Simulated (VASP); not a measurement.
# F (Fd-3m) in VASP: notebook

F is run at these levels: r2SCAN; tasks: single point.

Everything below comes from runs of VASP 6.6.1. Logs are shortened: lines on timing, memory, paths and dates and some standing lists are left out, and cuts for length are marked.

## Step 1: The cell of the first run

Symmetry: Fd-3m, No. 227, cubic system. Conventional cell: a = 4.795 Å, b = 4.795 Å, c = 4.795 Å, α = 90.00°, β = 90.00°, γ = 90.00°. Within 2.7 Å of F (site symmetry -43m) lie 4 F at 2.08 Å.

## Step 2: Single point, r2SCAN

POSCAR reads:

```
F
1.0
    0.0000000000      2.3972712271      2.3972712271
    2.3972712271      0.0000000000      2.3972712271
    2.3972712271      2.3972712271      0.0000000000
F
2
Direct
    0.0000000000      0.0000000000      0.0000000000
    0.2500000000      0.2500000000      0.2500000000
```

INCAR.step1 reads:

```
ALGO = Normal
EDIFF = 1E-4
ENCUT = 520
GGA = PE
ISMEAR = -1
LASPH = T
LCHARG = F
LREAL = F
LWAVE = T
NBANDS = 14
NELM = 60
PREC = Accurate
SIGMA = 0.1
```

INCAR.step2 reads:

```
ALGO = Normal
EDIFF = 1E-6
ENCUT = 520
ISIF = 2
ISMEAR = -1
ISTART = 1
LASPH = T
LCHARG = F
LMIXTAU = T
LREAL = F
LWAVE = F
METAGGA = R2SCAN
NBANDS = 14
NELM = 60
PREC = Accurate
SIGMA = 0.1
```

KPOINTS reads:

```
k-points
0
Gamma
  12 12 12
```

Potentials or basis: VASP PAW PBE potentials, release 64 (F).

Started as:

```
$ cat potpaw_PBE.64/F/POTCAR > POTCAR
$ cp INCAR.step1 INCAR
$ mpirun -np 1 vasp_std > vasp.out
$ cp INCAR.step2 INCAR
$ mpirun -np 1 vasp_std > vasp.out
```

OUTCAR:

```text
EDIFF = 1E-6
   ENCUT = 520
   ISIF = 2
   ISMEAR = -1
   ISTART = 1
   LASPH = T
   LREAL = F
   METAGGA = R2SCAN
   NELM = 60
   PREC = Accurate

 ion  position               nearest neighbor table
   1  0.000  0.000  0.000-
   2  0.250  0.250  0.250-

  LATTYP: Found a face centered cubic cell.
 ALAT       =     4.7945424542

  Lattice vectors:

 A1 = (   0.0000000000,   2.3972712271,   2.3972712271)
 A2 = (   2.3972712271,   0.0000000000,   2.3972712271)
 A3 = (   2.3972712271,   2.3972712271,   0.0000000000)

Analysis of symmetry for initial positions (statically):
=====================================================================
 Subroutine PRICEL returns:
 Original cell was already a primitive cell.

 Routine SETGRP: Setting up the symmetry group for a
 face centered cubic supercell.

 Subroutine GETGRP returns: Found 48 space group operations
 (whereof 24 operations were pure point group operations)
 out of a pool of 48 trial point group operations.

The static configuration has the point symmetry T_d .
 The point group associated with its full space group is O_h .

Analysis of symmetry for dynamics (positions and initial velocities):
=====================================================================
 Subroutine PRICEL returns:
 Original cell was already a primitive cell.

 Routine SETGRP: Setting up the symmetry group for a
 face centered cubic supercell.

 Subroutine GETGRP returns: Found 48 space group operations
 (whereof 24 operations were pure point group operations)
 out of a pool of 48 trial point group operations.

The dynamic configuration has the point symmetry T_d .
 The point group associated with its full space group is O_h .

 Subroutine INISYM returns: Found 48 space group operations
 (whereof 24 operations are pure point group operations),
 and found     1 'primitive' translations

----------------------------------------------------------------------------------------

                                     Primitive cell

  volume of cell :      27.5538

  direct lattice vectors                    reciprocal lattice vectors
     0.000000000  2.397271227  2.397271227    -0.208570476  0.208570476  0.208570476
     2.397271227  0.000000000  2.397271227     0.208570476 -0.208570476  0.208570476
     2.397271227  2.397271227  0.000000000     0.208570476  0.208570476 -0.208570476

  length of vectors
     3.390253482  3.390253482  3.390253482     0.361254661  0.361254661  0.361254661

  position of ions in fractional coordinates (direct lattice)
     0.000000000  0.000000000  0.000000000
     0.250000000  0.250000000  0.250000000

  ion indices of the primitive-cell ions
   primitive index   ion index
                 1           1
                 2           2

----------------------------------------------------------------------------------------

 KPOINTS: k-points

Automatic generation of k-mesh.
 Grid dimensions read from file:
 generate k-points for:   12   12   12

 Generating k-lattice:

  Cartesian coordinates                     Fractional coordinates (reciprocal lattice)
    -0.017380873  0.017380873  0.017380873     0.083333333  0.000000000  0.000000000
     0.017380873 -0.017380873  0.017380873     0.000000000  0.083333333  0.000000000
     0.017380873  0.017380873 -0.017380873     0.000000000  0.000000000  0.083333333

  Length of vectors
     0.030104555  0.030104555  0.030104555

  Shift w.r.t. Gamma in fractional coordinates (k-lattice)
     0.000000000  0.000000000  0.000000000

 Subroutine IBZKPT returns following result:
 ===========================================

 Found     72 irreducible k-points:

 Following reciprocal coordinates:
            Coordinates               Weight
  0.000000  0.000000  0.000000      1.000000
  0.083333  0.000000  0.000000      8.000000
  0.166667  0.000000  0.000000      8.000000
  0.250000  0.000000  0.000000      8.000000
  0.333333  0.000000  0.000000      8.000000
  0.416667  0.000000  0.000000      8.000000
[... 16 lines left out ...]
  0.500000  0.166667  0.000000     24.000000
 -0.416667  0.166667  0.000000     24.000000
 [... further k-points ...]
   k-points           NKPTS =     72   k-points in BZ     NKDIM =     72   number of bands    NBANDS=     14
   number of dos      NEDOS =    301   number of ions     NIONS =      2
   total plane-waves  NPLWV =  21952
   dimension x,y,z NGX =    28 NGY =   28 NGZ =   28
   dimension x,y,z NGXF=    56 NGYF=   56 NGZF=   56
   ions per type =               2
   NGX,Y,Z   is equivalent  to a cutoff of  13.73, 13.73, 13.73 a.u.
   NGXF,Y,Z  is equivalent  to a cutoff of  27.46, 27.46, 27.46 a.u.
 SYSTEM =  unknown system
   PREC   = accura    normal or accurate (medium, high low for compatibility)
   ISTART =      1    job   : 0-new  1-cont  2-samecut
   ICHARG =      0    charge: 1-file 2-atom 10-const
   ISPIN  =      1    spin polarized calculation?
   LNONCOLLINEAR =      F non collinear calculations
   LSORBIT =      F    spin-orbit coupling
   LASPH  =      T    aspherical Exc in radial PAW
   ENCUT  =  520.0 eV  38.22 Ry    6.18 a.u.   6.30  6.30  6.30*2*pi/ulx,y,z
   NELM   =     60;   NELMIN=  2; NELMDL=  0     # of ELM steps
   EDIFF  = 0.1E-05   stopping-criterion for ELM
   LREAL  =      F    real-space projection
   EDIFFG = 0.1E-04   stopping-criterion for IOM
   NSW    =      0    number of steps for IOM
   IBRION =     -1    ionic relax: 0-MD 1-quasi-New 2-CG
   NFREE  =      0    steps in history (QN), initial steepest desc. (CG)
   ISIF   =      2    stress and relaxation
   ISYM   =      2    0-nonsym 1-usesym 2-fastsym
   POTIM  = 0.5000    time-step for ionic-motion
   TEBEG  =    0.0;   TEEND  =   0.0 temperature during run
   PSTRESS=    0.0 pullay stress
   NELECT =      14.0000    total number of electrons
   NUPDOWN=      -1.0000    fix difference up-down
   EMIN   =  10.00;   EMAX   =-10.00  energy-range for DOS
   EFERMI =   0.00;   METHOD = LEGACY
   ISMEAR =    -1;   SIGMA  =   0.10  broadening in eV -4-tet -1-fermi 0-gaus
   EFERMI_NEDOS =   21; number of points for ismear=-14 and -15
   IALGO  =     38    algorithm
   IMIX   =      4    mixing-type and parameters
     AMIX     =   0.40;   BMIX     =  1.00
     AMIX_MAG =   1.60;   BMIX_MAG =  1.00
  volume/ion in A,a.u.               =      13.78        92.97
  Fermi-wavevector in a.u.,A,eV,Ry     =   1.306342  2.468629 23.218755  1.706530
  Thomas-Fermi vector in A             =   2.437151
   LORBIT       =      0    0 simple, 1 ext, 2 COOP (PROOUT), +10 PAW based schemes
   METAGGA = R2SCAN    functional components
   LHFCALC =     F    Hartree Fock is set to
   AEXX    =    0.0000 exact exchange contribution
   IVDW    =     0    specifies the selected vdW correction
   LEPSILON=     F    determine dielectric tensor
   LRPA    =     F    only Hartree local field effects (RPA)
 non-spin polarized calculation
  energy-cutoff  :      520.00
  volume of cell :       27.55
 maximum number of plane-waves:       754
 NGX is ok and might be reduce to    28
   NGX = 13   NGY = 13   NGZ = 13

 number of electron      13.9999993 magnetization

 Free energy of the ion-electron system (eV)
  ---------------------------------------------------
  ext. energy  EPLUGINS =         0.00000000
  ---------------------------------------------------
  free energy    TOTEN  =        -4.01788084 eV

  energy without entropy =       -3.84992137  energy(sigma->0) =       -3.93390111

 E-fermi :  -5.1695     XC(G=0):  -8.8397

 val. band max:       -5.1714107150   @ k =   0.4167   0.1667   0.0000
 cond. band min:      -5.1477347929   @ k =   0.4167   0.2500   0.0833
 fundamental gap:      0.0236759222
 Fermi energy:        -5.1694618257

 k-point     1 :       0.0000    0.0000    0.0000
  band No.  band energies     occupation
      1     -28.6386      2.00000
      2     -25.5566      2.00000
      3      -7.8666      2.00000
      4      -7.8666      2.00000
      5      -7.8666      2.00000
      6      -5.9435      1.99913
      7      -5.9435      1.99913
      8      -5.9435      1.99913
      9       5.4161      0.00000
     10      20.2412      0.00000
     11      20.2412      0.00000
     12      20.2412      0.00000
     13      21.8970      0.00000
     14      21.8970      0.00000

 k-point     2 :       0.0833    0.0000    0.0000
  band No.  band energies     occupation
      1     -28.6022      2.00000
      2     -25.5997      2.00000
      3      -7.9190      2.00000
      4      -7.9089      2.00000
      5      -7.9089      2.00000
      6      -5.9275      1.99898
      7      -5.8996      1.99865
      8      -5.8996      1.99865
      9       5.6012      0.00000
     10      18.9754      0.00000
     11      19.6537      0.00000
     12      19.6537      0.00000
     13      22.2249      0.00000
     14      22.2250      0.00000

 k-point     3 :       0.1667    0.0000    0.0000
  band No.  band energies     occupation
      1     -28.4953      2.00000
      2     -25.7234      2.00000
      3      -8.0722      2.00000
      4      -8.0154      2.00000
      5      -8.0154      2.00000
      6      -5.8633      1.99806
      7      -5.7887      1.99592
      8      -5.7887      1.99592
      9       6.1202      0.00000
     10      17.1184      0.00000
     11      18.8090      0.00000
     12      18.8090      0.00000
     13      21.9231      0.00000
     14      22.5066      0.00000
[... 324 lines left out ...]
 k-point    23 :       0.5000    0.1667    0.0000
  band No.  band energies     occupation
      1     -27.7988      2.00000
      2     -26.4912      2.00000
      3      -9.0322      2.00000
      4      -8.5258      2.00000
      5      -7.8609      2.00000
      6      -6.0017      1.99951
      7      -5.2680      1.45622
      8      -5.0889      0.61751
      9       9.2274      0.00000
     10      11.8590      0.00000
     11      16.3508      0.00000
     12      17.5547      0.00000
     13      22.5660      0.00000
     14      24.4044      0.00000

 k-point    24 :      -0.4167    0.1667    0.0000
  band No.  band energies     occupation
      1     -27.7766      2.00000
      2     -26.5148      2.00000
      3      -9.0829      2.00000
      4      -8.4734      2.00000
      5      -7.9084      2.00000
      6      -5.9304      1.99901
      7      -5.3152      1.62240
      8      -5.0679      0.53183
      9       9.3770      0.00000
     10      11.7357      0.00000
     11      16.2861      0.00000
     12      17.3444      0.00000
     13      23.0939      0.00000
     14      24.2391      0.00000

 [... further k-points ...]
[... 5 lines left out ...]
  --------------------------------------------------------------------------------------
  -------------------------------------------------------------------------------------
  Total       -0.1038366     -0.1038366     -0.1038366      0.0000000      0.0000000      0.0000000
  in kB       -6.0378124     -6.0378124     -6.0378124      0.0000000      0.0000000      0.0000000
  external PRESSURE =      -6.0378124 kB  Pullay stress =       0.0000000 kB

 VOLUME and BASIS-vectors are now :
 -----------------------------------------------------------------------------
  energy-cutoff  :      520.00
  volume of cell :       27.55
      direct lattice vectors                 reciprocal lattice vectors
     0.000000000  2.397271227  2.397271227    -0.208570476  0.208570476  0.208570476
     2.397271227  0.000000000  2.397271227     0.208570476 -0.208570476  0.208570476
     2.397271227  2.397271227  0.000000000     0.208570476  0.208570476 -0.208570476

 POSITION                                       TOTAL-FORCE (eV/Angst)
 -----------------------------------------------------------------------------------
      0.00000      0.00000      0.00000        -0.000000     -0.000000     -0.000000
      1.19864      1.19864      1.19864         0.000000      0.000000      0.000000
 -----------------------------------------------------------------------------------
    total drift:                                0.000000      0.000000      0.000000

  FREE ENERGIE OF THE ION-ELECTRON SYSTEM (eV)
  ---------------------------------------------------
  free  energy   TOTEN  =        -4.0178808436 eV

  energy  without entropy=       -3.8499213683  energy(sigma->0) =       -3.93390111
```

Run time: 54 s. Hardware: 1 thread of Intel Xeon 6975P-C (Granite Rapids), shared host; peak memory 0.16 GiB.

Results:

```
Free energy            : -4.0179 eV
Pressure               : -0.6 GPa
Band gap on the k mesh : zero (bands 7 and 8 overlap by 1.07 eV)
```

Levels at points of the mesh, in eV from the Fermi level:
| k point | band 3 | band 4 | band 5 | band 6 | band 7 | band 8 | band 9 | band 10 | band 11 | band 12 |
| --- | --- | --- | --- | --- | --- | --- | --- | --- | --- | --- |
| (0.00, 0.00, 0.00) | -2.70 | -2.70 | -2.70 | -0.77 | -0.77 | -0.77 | 10.59 | 25.41 | 25.41 | 25.41 |
| (0.50, 0.00, 0.00) | -3.58 | -3.20 | -3.20 | -0.26 | -0.26 | -0.25 | 14.47 | 16.77 | 22.43 | 22.43 |
| (0.50, 0.50, 0.00) | -3.76 | -3.76 | -1.95 | -1.95 | 0.30 | 0.30 | 15.42 | 15.42 | 23.53 | 23.53 |

Caveat: the PAW data sets were made with another functional, which shifts forces and pressure a little.

## Step 3: Single point, r2SCAN

POSCAR is that of step 2.

INCAR.step1 reads:

```
SYSTEM = F
  PREC = Accurate
  ENCUT = 520
  ISMEAR = -1
  SIGMA = 0.1
  LREAL = .FALSE.
  LASPH = .TRUE.
  NELM = 100
  NBANDS = 14
  GGA = PE
  ALGO = Normal
  EDIFF = 1E-4
  LWAVE = .TRUE.
  LCHARG = .FALSE.
```

INCAR.step2 reads:

```
SYSTEM = F
  PREC = Accurate
  ENCUT = 520
  EDIFF = 1E-6
  ISMEAR = -1
  SIGMA = 0.1
  LREAL = .FALSE.
  LASPH = .TRUE.
  NELM = 100
  ALGO = Normal
  ISIF = 2
  LWAVE = .FALSE.
  LCHARG = .FALSE.
  METAGGA = R2SCAN
  LMIXTAU = .TRUE.
  NBANDS = 14
  ISTART = 1
```

KPOINTS reads:

```
regular mesh
0
G
  12 12 12
  0 0 0
```

Potentials or basis: VASP PAW PBE potentials, release 64 (F).

Started as:

```
$ cat potpaw_PBE.64/F/POTCAR > POTCAR
$ cp INCAR.step1 INCAR
$ mpirun -np 1 vasp_std > vasp.out
$ cp INCAR.step2 INCAR
$ mpirun -np 1 vasp_std > vasp.out
```

Wall time 51 s (1 thread of Intel Xeon 6975P-C (Granite Rapids), shared host); peak memory 0.16 GiB.

It converged, with:

| Item | Value |
| --- | --- |
| Free energy | -4.0179 eV |
| Pressure | -0.6 GPa |
| Band gap on the k mesh | zero (bands 7 and 8 overlap by 1.07 eV) |

Levels at points of the mesh, in eV from the Fermi level:
```csv
k point,band 3,band 4,band 5,band 6,band 7,band 8,band 9,band 10,band 11,band 12
"(0.00, 0.00, 0.00)",-2.70,-2.70,-2.70,-0.77,-0.77,-0.77,10.59,25.41,25.41,25.41
"(0.50, 0.00, 0.00)",-3.58,-3.20,-3.20,-0.26,-0.26,-0.25,14.47,16.77,22.43,22.43
"(0.50, 0.50, 0.00)",-3.76,-3.76,-1.95,-1.95,0.30,0.30,15.42,15.42,23.53,23.53
```

Caveat: the PAW data sets were made with another functional, which shifts forces and pressure a little.

## Step 4: Single point, r2SCAN

This run uses another cell than the first one, of 14.21 Å³/atom.

POSCAR reads:

```
F
1.0
    0.0000000000      2.4222445997      2.4222445997
    2.4222445997      0.0000000000      2.4222445997
    2.4222445997      2.4222445997      0.0000000000
F
2
Direct
    0.0000000000      0.0000000000      0.0000000000
    0.2500000000      0.2500000000      0.2500000000
```

INCAR.step1 reads:

```
SYSTEM = F
PREC = Accurate
ENCUT = 520
ISMEAR = -1
SIGMA = 0.1
LREAL = .False.
LASPH = .True.
NELM = 60
NBANDS = 14
GGA = PE
ALGO = Normal
EDIFF = 1E-4
LWAVE = .True.
LCHARG = .False.
```

INCAR.step2 reads:

```
SYSTEM = F
PREC = Accurate
ENCUT = 520
EDIFF = 1E-7
ISMEAR = -1
SIGMA = 0.1
LREAL = .False.
LASPH = .True.
NELM = 60
ALGO = Normal
ISIF = 2
LWAVE = .False.
LCHARG = .False.
METAGGA = R2SCAN
LMIXTAU = .True.
NBANDS = 14
ISTART = 1
```

KPOINTS reads:

```
regular mesh
0
Gamma
  12 12 12
  0 0 0
```

Started as:

```
$ cat potpaw_PBE.64/F/POTCAR > POTCAR
$ cp INCAR.step1 INCAR
$ mpirun -np 1 vasp_std > vasp.out
$ cp INCAR.step2 INCAR
$ mpirun -np 1 vasp_std > vasp.out
```

Wall time 58 s (1 thread of Intel Xeon 6975P-C (Granite Rapids), shared host); peak memory 0.16 GiB.

The run converged. Its results:

```yaml
Free_energy: -4.0138 eV
Pressure: -1.9 GPa
Band_gap_on_the_k_mesh: zero (bands 7 and 8 overlap by 1.01 eV)
```

Levels at points of the mesh, in eV from the Fermi level:
```tsv
k point	band 5	band 6	band 7	band 8	band 9	band 10
(0.00, 0.00, 0.00)	-2.58	-0.73	-0.73	-0.73	10.57	25.21
(0.50, 0.00, 0.00)	-3.05	-0.25	-0.24	-0.24	14.40	16.64
(0.50, 0.50, 0.00)	-1.87	-1.87	0.28	0.28	15.38	15.38
```

Caveat: the PAW data sets were made with another functional, which shifts forces and pressure a little.
